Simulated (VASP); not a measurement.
# NaF (I4/mmm) in VASP: notebook

NaF is run at these levels: PBE; tasks: single point.

Everything below comes from runs of VASP 6.6.1. Logs are shortened: lines on timing, memory, paths and dates and some standing lists are left out, and cuts for length are marked.

## Step 1: The cell of the first run

The structure is tetragonal, space group I4/mmm (No. 139). Conventional cell: a = 3.335 Å, b = 3.335 Å, c = 4.577 Å, α = 90.00°, β = 90.00°, γ = 90.00°. Na (site symmetry 4/mmm) has 6 F at 2.29 to 2.36 Å within 3.0 Å. F (site symmetry 4/mmm) has 6 Na at 2.29 to 2.36 Å within 3.0 Å.

## Step 2: Single point, PBE (strain +0.015 along x and y, -0.015 along z)

INCAR reads:

```
SYSTEM = NaF
PREC = Accurate ; ENCUT = 520
EDIFF = 1E-6 ; ISMEAR = 0
SIGMA = 0.05 ; LREAL = .False.
LASPH = .True. ; NELM = 100
ALGO = Normal ; ISIF = 2
LWAVE = .False. ; LCHARG = .False.
GGA = PE ; NBANDS = 14
```

KPOINTS reads:

```
regular mesh
0
Gamma
  8 8 8
  0 0 0
```

POSCAR reads:

```
NaF
1.0
    0.0000000000      2.3581495000      2.2884505000
    2.3581495000      0.0000000000      2.2884505000
    2.3581495000      2.3581495000      0.0000000000
Na F
1 1
Direct
    0.0000000000      0.0000000000      0.0000000000
    0.5000000000      0.5000000000      0.5000000000
```

Potentials or basis: VASP PAW PBE potentials, release 64 (Na_pv, F).

Started as:

```sh
$ cat potpaw_PBE.64/Na_pv/POTCAR potpaw_PBE.64/F/POTCAR > POTCAR
$ mpirun -np 1 vasp_std > vasp.out
```

OUTCAR:

```text
SYSTEM = NaF
   PREC = Accurate
   ENCUT = 520
   EDIFF = 1E-6
   ISMEAR = 0
   LREAL = .False.
   LASPH = .True.
   NELM = 100
   ISIF = 2
   GGA = PE

 ion  position               nearest neighbor table
   1  0.000  0.000  0.000-   2 2.29   2 2.29
   2  0.500  0.500  0.500-   1 2.29   1 2.29

  LATTYP: Found a body centered tetragonal cell.
 ALAT       =     3.3349270050
 C/A-ratio  =     1.3724141467

  Lattice vectors:

 A1 = (   0.0000000000,  -2.3581495000,  -2.2884505000)
 A2 = (   0.0000000000,   2.3581495000,  -2.2884505000)
 A3 = (   2.3581495000,   0.0000000000,   2.2884505000)

Analysis of symmetry for initial positions (statically):
=====================================================================
 Subroutine PRICEL returns:
 Original cell was already a primitive cell.

 Routine SETGRP: Setting up the symmetry group for a
 body centered tetragonal supercell.

 Subroutine GETGRP returns: Found 16 space group operations
 (whereof 16 operations were pure point group operations)
 out of a pool of 16 trial point group operations.

The static configuration has the point symmetry D_4h.

Analysis of symmetry for dynamics (positions and initial velocities):
=====================================================================
 Subroutine PRICEL returns:
 Original cell was already a primitive cell.

 Routine SETGRP: Setting up the symmetry group for a
 body centered tetragonal supercell.

 Subroutine GETGRP returns: Found 16 space group operations
 (whereof 16 operations were pure point group operations)
 out of a pool of 16 trial point group operations.

The dynamic configuration has the point symmetry D_4h.

 Subroutine INISYM returns: Found 16 space group operations
 (whereof 16 operations are pure point group operations),
 and found     1 'primitive' translations

----------------------------------------------------------------------------------------

                                     Primitive cell

  volume of cell :      25.4515

  direct lattice vectors                    reciprocal lattice vectors
     0.000000000  2.358149500  2.288450500    -0.212030662  0.212030662  0.218488449
     2.358149500  0.000000000  2.288450500     0.212030662 -0.212030662  0.218488449
     2.358149500  2.358149500  0.000000000     0.212030662  0.212030662 -0.218488449

  length of vectors
     3.286011983  3.286011983  3.334927005     0.371013754  0.371013754  0.371013754

  position of ions in fractional coordinates (direct lattice)
     0.000000000  0.000000000  0.000000000
     0.500000000  0.500000000  0.500000000

  ion indices of the primitive-cell ions
   primitive index   ion index
                 1           1
                 2           2

----------------------------------------------------------------------------------------

 KPOINTS: regular mesh

Automatic generation of k-mesh.
 Grid dimensions read from file:
 generate k-points for:    8    8    8

 Generating k-lattice:

  Cartesian coordinates                     Fractional coordinates (reciprocal lattice)
    -0.026503833  0.026503833  0.027311056     0.125000000 -0.000000000  0.000000000
     0.026503833 -0.026503833  0.027311056    -0.000000000  0.125000000  0.000000000
     0.026503833  0.026503833 -0.027311056     0.000000000  0.000000000  0.125000000

  Length of vectors
     0.046376719  0.046376719  0.046376719

  Shift w.r.t. Gamma in fractional coordinates (k-lattice)
     0.000000000  0.000000000  0.000000000

 Subroutine IBZKPT returns following result:
 ===========================================

 Found     59 irreducible k-points:

 Following reciprocal coordinates:
            Coordinates               Weight
  0.000000  0.000000  0.000000      1.000000
  0.125000 -0.000000  0.000000      8.000000
  0.250000 -0.000000  0.000000      8.000000
  0.375000 -0.000000  0.000000      8.000000
  0.500000 -0.000000  0.000000      4.000000
  0.125000  0.125000  0.000000      2.000000
[... 16 lines left out ...]
  0.250000 -0.000000  0.125000     16.000000
  0.375000 -0.000000  0.125000     16.000000
 [... further k-points ...]
   k-points           NKPTS =     59   k-points in BZ     NKDIM =     59   number of bands    NBANDS=     14
   number of dos      NEDOS =    301   number of ions     NIONS =      2
   total plane-waves  NPLWV =  16128
   dimension x,y,z NGX =    24 NGY =   24 NGZ =   28
   dimension x,y,z NGXF=    48 NGYF=   48 NGZF=   56
   ions per type =               1   1
   NGX,Y,Z   is equivalent  to a cutoff of  12.14, 12.14, 13.96 a.u.
   NGXF,Y,Z  is equivalent  to a cutoff of  24.28, 24.28, 27.92 a.u.
 SYSTEM =  NaF
   PREC   = accura    normal or accurate (medium, high low for compatibility)
   ISTART =      0    job   : 0-new  1-cont  2-samecut
   ICHARG =      2    charge: 1-file 2-atom 10-const
   ISPIN  =      1    spin polarized calculation?
   LNONCOLLINEAR =      F non collinear calculations
   LSORBIT =      F    spin-orbit coupling
   LASPH  =      T    aspherical Exc in radial PAW
   ENCUT  =  520.0 eV  38.22 Ry    6.18 a.u.   6.11  6.11  6.20*2*pi/ulx,y,z
   NELM   =    100;   NELMIN=  2; NELMDL= -5     # of ELM steps
   EDIFF  = 0.1E-05   stopping-criterion for ELM
   LREAL  =      F    real-space projection
   EDIFFG = 0.1E-04   stopping-criterion for IOM
   NSW    =      0    number of steps for IOM
   IBRION =     -1    ionic relax: 0-MD 1-quasi-New 2-CG
   NFREE  =      0    steps in history (QN), initial steepest desc. (CG)
   ISIF   =      2    stress and relaxation
   ISYM   =      2    0-nonsym 1-usesym 2-fastsym
   POTIM  = 0.5000    time-step for ionic-motion
   TEBEG  =    0.0;   TEEND  =   0.0 temperature during run
   PSTRESS=    0.0 pullay stress
   NELECT =      14.0000    total number of electrons
   NUPDOWN=      -1.0000    fix difference up-down
   EMIN   =  10.00;   EMAX   =-10.00  energy-range for DOS
   EFERMI =   0.00;   METHOD = LEGACY
   ISMEAR =     0;   SIGMA  =   0.05  broadening in eV -4-tet -1-fermi 0-gaus
   EFERMI_NEDOS =   21; number of points for ismear=-14 and -15
   IALGO  =     38    algorithm
   IMIX   =      4    mixing-type and parameters
     AMIX     =   0.40;   BMIX     =  1.00
     AMIX_MAG =   1.60;   BMIX_MAG =  1.00
  volume/ion in A,a.u.               =      12.73        85.88
  Fermi-wavevector in a.u.,A,eV,Ry     =   1.341362  2.534807 24.480323  1.799253
  Thomas-Fermi vector in A             =   2.469602
   LORBIT       =      0    0 simple, 1 ext, 2 COOP (PROOUT), +10 PAW based schemes
   GGA     = PE    functional components
   LHFCALC =     F    Hartree Fock is set to
   AEXX    =    0.0000 exact exchange contribution
   IVDW    =     0    specifies the selected vdW correction
   LEPSILON=     F    determine dielectric tensor
   LRPA    =     F    only Hartree local field effects (RPA)
 non-spin polarized calculation
 Gauss-broadening in eV      SIGMA  =   0.05
  energy-cutoff  :      520.00
  volume of cell :       25.45
 maximum number of plane-waves:       696
   NGX = 13   NGY = 13   NGZ = 13

 number of electron      13.9999993 magnetization

 Free energy of the ion-electron system (eV)
  ---------------------------------------------------
  ext. energy  EPLUGINS =         0.00000000
  ---------------------------------------------------
  free energy    TOTEN  =        -8.56362020 eV

  energy without entropy =       -8.56362020  energy(sigma->0) =       -8.56362020

 E-fermi :  -1.9006     XC(G=0):  -9.0459

 val. band max:       -2.1811103980   @ k =   0.0000   0.0000   0.0000
 cond. band min:       3.9938330773   @ k =   0.0000   0.0000   0.0000
 fundamental gap:      6.1749434753
 Fermi energy:        -1.9005953699

 k-point     1 :       0.0000    0.0000    0.0000
  band No.  band energies     occupation
      1     -21.3194      2.00000
      2     -21.1979      2.00000
      3     -21.1979      2.00000
      4     -21.1872      2.00000
      5      -2.1847      2.00000
      6      -2.1811      2.00000
      7      -2.1811      2.00000
      8       3.9938      0.00000
      9      16.5709      0.00000
     10      16.5709      0.00000
     11      16.7758      0.00000
     12      19.4557      0.00000
     13      21.1734      0.00000
     14      22.0363      0.00000

 k-point     2 :       0.1250   -0.0000    0.0000
  band No.  band energies     occupation
      1     -21.5496      2.00000
      2     -21.2001      2.00000
      3     -21.1930      2.00000
      4     -20.9435      2.00000
      5      -2.4691      2.00000
      6      -2.2194      2.00000
      7      -2.2181      2.00000
      8       4.5315      0.00000
      9      14.9154      0.00000
     10      16.7834      0.00000
     11      16.9477      0.00000
     12      20.6250      0.00000
     13      21.2511      0.00000
     14      21.4197      0.00000

 k-point     3 :       0.2500   -0.0000    0.0000
  band No.  band energies     occupation
      1     -21.7760      2.00000
      2     -21.2055      2.00000
      3     -21.1959      2.00000
      4     -20.6701      2.00000
      5      -3.0518      2.00000
      6      -2.3106      2.00000
      7      -2.3007      2.00000
      8       5.8340      0.00000
      9      12.8234      0.00000
     10      17.2135      0.00000
     11      17.5038      0.00000
     12      20.0342      0.00000
     13      20.6208      0.00000
     14      21.8523      0.00000
[... 324 lines left out ...]
 k-point    23 :       0.2500   -0.0000    0.1250
  band No.  band energies     occupation
      1     -21.6914      2.00000
      2     -21.2097      2.00000
      3     -21.2010      2.00000
      4     -20.7606      2.00000
      5      -2.9198      2.00000
      6      -2.3300      2.00000
      7      -2.3171      2.00000
      8       5.7166      0.00000
      9      13.2459      0.00000
     10      16.9601      0.00000
     11      17.0799      0.00000
     12      18.4168      0.00000
     13      22.0524      0.00000
     14      23.4114      0.00000

 k-point    24 :       0.3750   -0.0000    0.1250
  band No.  band energies     occupation
      1     -21.8326      2.00000
      2     -21.2164      2.00000
      3     -21.2066      2.00000
      4     -20.5744      2.00000
      5      -3.3620      2.00000
      6      -2.4534      2.00000
      7      -2.4003      2.00000
      8       7.1926      0.00000
      9      11.6858      0.00000
     10      16.5536      0.00000
     11      17.4032      0.00000
     12      18.5620      0.00000
     13      21.7136      0.00000
     14      23.2533      0.00000

 [... further k-points ...]

------------------------ aborting loop because EDIFF is reached ----------------------------------------

  FORCE on cell =-STRESS in cart. coord.  units (eV):
  Direction    XX          YY          ZZ          XY          YZ          ZX
  --------------------------------------------------------------------------------------
  -------------------------------------------------------------------------------------
  Total        0.0135899      0.0135899      0.4118473      0.0000000      0.0000000      0.0000000
  in kB        0.8554842      0.8554842     25.9258298      0.0000000      0.0000000      0.0000000
  external PRESSURE =       9.2122661 kB  Pullay stress =       0.0000000 kB

 VOLUME and BASIS-vectors are now :
 -----------------------------------------------------------------------------
  energy-cutoff  :      520.00
  volume of cell :       25.45
      direct lattice vectors                 reciprocal lattice vectors
     0.000000000  2.358149500  2.288450500    -0.212030662  0.212030662  0.218488449
     2.358149500  0.000000000  2.288450500     0.212030662 -0.212030662  0.218488449
     2.358149500  2.358149500  0.000000000     0.212030662  0.212030662 -0.218488449

 POSITION                                       TOTAL-FORCE (eV/Angst)
 -----------------------------------------------------------------------------------
      0.00000      0.00000      0.00000        -0.000000      0.000000     -0.000000
      2.35815      2.35815      2.28845         0.000000     -0.000000      0.000000
 -----------------------------------------------------------------------------------
    total drift:                                0.000000     -0.000000      0.000000

  FREE ENERGIE OF THE ION-ELECTRON SYSTEM (eV)
  ---------------------------------------------------
  free  energy   TOTEN  =        -8.5636201953 eV

  energy  without entropy=       -8.5636201953  energy(sigma->0) =       -8.56362020
```

It took 7.5 s on 1 thread of Intel Xeon 6975P-C (Granite Rapids), shared host; peak memory 0.14 GiB.

What came out:

```yaml
Free_energy: -8.5636 eV
Pressure: 0.9 GPa
Band_gap_on_the_k_mesh: 6.17 eV, direct
```

Levels at points of the mesh, in eV from the valence-band top:
| k point | band 5 | band 6 | band 7 | band 8 | band 9 | band 10 |
| --- | --- | --- | --- | --- | --- | --- |
| (0.00, 0.00, 0.00) | 0.00 | 0.00 | 0.00 | 6.17 | 18.75 | 18.75 |
| (0.50, 0.00, 0.00) | -1.54 | -0.26 | -0.23 | 10.64 | 12.27 | 19.59 |
| (0.50, 0.50, 0.00) | -1.21 | -0.43 | -0.43 | 13.03 | 13.24 | 13.47 |
| (0.50, 0.00, 0.50) | -1.25 | -0.40 | -0.36 | 12.83 | 13.33 | 13.34 |

Caveat: the cell differs from its parent crystal (strain +0.015 along x and y, -0.015 along z).

## Step 3: Single point, PBE (strain +0.030 along x and y, +0.000 along z)

INCAR reads:

```
ALGO = Normal ; EDIFF = 1E-6
ENCUT = 520 ; GGA = PE
ISIF = 2 ; ISMEAR = 0
LASPH = T ; LCHARG = F
LREAL = F ; LWAVE = F
NBANDS = 14 ; NELM = 80
PREC = Accurate ; SIGMA = 0.05
```

KPOINTS reads:

```
k-points
0
Gamma
  8 8 8
```

POSCAR reads:

```
NaF
1.0
    0.0000000000      2.3929990000      2.3233000000
    2.3929990000      0.0000000000      2.3233000000
    2.3929990000      2.3929990000      0.0000000000
Na F
1 1
Direct
    0.0000000000      0.0000000000      0.0000000000
    0.5000000000      0.5000000000      0.5000000000
```

Potentials or basis: VASP PAW PBE potentials, release 64 (Na_pv, F).

Started as:

```sh
$ cat potpaw_PBE.64/Na_pv/POTCAR potpaw_PBE.64/F/POTCAR > POTCAR
$ mpirun -np 1 vasp_std > vasp.out
```

It took 11 s on 1 thread of Intel Xeon 6975P-C (Granite Rapids), shared host; peak memory 0.16 GiB.

Results (log left out):

| Item | Value |
| --- | --- |
| Free energy | -8.5648 eV |
| Pressure | -1.1 GPa |
| Band gap on the k mesh | 5.95 eV, direct |

Stress tensor (GPa, compression positive):
```
-1.74  0.00  0.00
 0.00 -1.74  0.00
 0.00  0.00  0.18
```

Levels at points of the mesh, in eV from the valence-band top:
| k point | band 4 | band 5 | band 6 | band 7 | band 8 | band 9 | band 10 | band 11 |
| --- | --- | --- | --- | --- | --- | --- | --- | --- |
| (0.00, 0.00, 0.00) | -19.07 | -0.01 | 0.00 | 0.00 | 5.95 | 18.44 | 18.44 | 18.63 |
| (0.50, 0.00, 0.00) | -18.33 | -1.45 | -0.23 | -0.22 | 10.37 | 11.90 | 19.12 | 19.66 |
| (0.50, 0.50, 0.00) | -18.85 | -1.15 | -0.40 | -0.40 | 12.87 | 12.88 | 13.04 | 18.68 |
| (0.50, 0.00, 0.50) | -18.86 | -1.19 | -0.38 | -0.34 | 12.48 | 12.91 | 13.17 | 18.90 |

Caveat: the cell differs from its parent crystal (strain +0.030 along x and y, +0.000 along z).
